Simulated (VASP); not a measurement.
ZrPbI6: single point with PBEsol

The system is ZrPbI6.

```xyz
8
Lattice="6.7956 -2.4063 -0.6510 -2.3739 6.8081 0.6458 -1.2864 1.2929 8.6334" Properties=species:S:1:pos:R:3 pbc="T T T"
Zr    0.8268    0.8336    0.0283
Pb   -0.1387    1.1605    4.3463
I     2.7174    2.7152    0.0246
I     2.0566    3.3424    4.3441
I     1.5555   -0.6505    2.3126
I     0.8360    0.0948    7.2014
I    -1.1970    2.1396    1.4901
I    -1.9441    2.8600    6.3790
```

```yaml
Program: VASP 6.6.1
Task: single point
Functional: PBEsol
Potentials_or_basis: VASP PAW PBE potentials, release 64 (Zr_sv, Pb_d, I)
Cutoff: 520 eV
k_mesh: 4 × 4 × 2
Occupations: fermi-dirac, width 0.05 eV
Spin: no spin polarisation
```

* Pressure: 0.0 GPa
* Largest force: 0.011 eV/Å
* Band gap on the k mesh: 1.18 eV

Forces on the atoms (eV/Å):
```
Zr   0.001 -0.001  0.000
Pb  -0.002 -0.004 -0.001
I    0.005  0.005  0.001
I    0.003  0.003  0.000
I    0.004 -0.008  0.006
I    0.005 -0.007 -0.002
I   -0.009  0.006  0.002
I   -0.007  0.005 -0.006
```

Levels at points of the mesh, in eV from the valence-band top:
```tsv
k point	band 30	band 31	band 32	band 33	band 34	band 35	band 36	band 37	band 38	band 39
(0.00, 0.00, 0.00)	-1.38	-1.22	-1.15	-0.55	-0.51	1.54	1.57	1.66	1.66	2.73
(0.50, 0.00, 0.00)	-0.99	-0.91	-0.64	-0.60	-0.28	1.49	1.70	1.81	2.07	2.38
(0.00, 0.50, 0.00)	-0.99	-0.91	-0.64	-0.60	-0.28	1.49	1.70	1.81	2.07	2.38
(0.50, 0.50, 0.00)	-1.45	-1.29	-0.99	-0.83	-0.47	1.49	1.50	1.52	1.63	2.85
(0.00, 0.00, 0.50)	-1.31	-1.10	-0.96	-0.57	-0.52	1.25	1.61	1.61	1.65	3.11
(0.50, 0.00, 0.50)	-1.03	-0.99	-0.69	-0.60	0.00	1.18	1.68	1.71	2.10	2.93
(0.00, 0.50, 0.50)	-1.03	-0.99	-0.68	-0.60	0.00	1.18	1.68	1.71	2.10	2.93
(0.50, 0.50, 0.50)	-1.38	-1.24	-0.87	-0.79	-0.77	1.21	1.53	1.54	1.62	3.06
```

It took 15 min on 1 thread of Intel Xeon 8259CL (shared host), peak memory 0.65 GiB.

Caveat: the PAW data sets were made with another functional, which shifts forces and pressure a little; spin-orbit coupling is left out, which moves the levels of the heavy elements. A k mesh can miss the band edges.
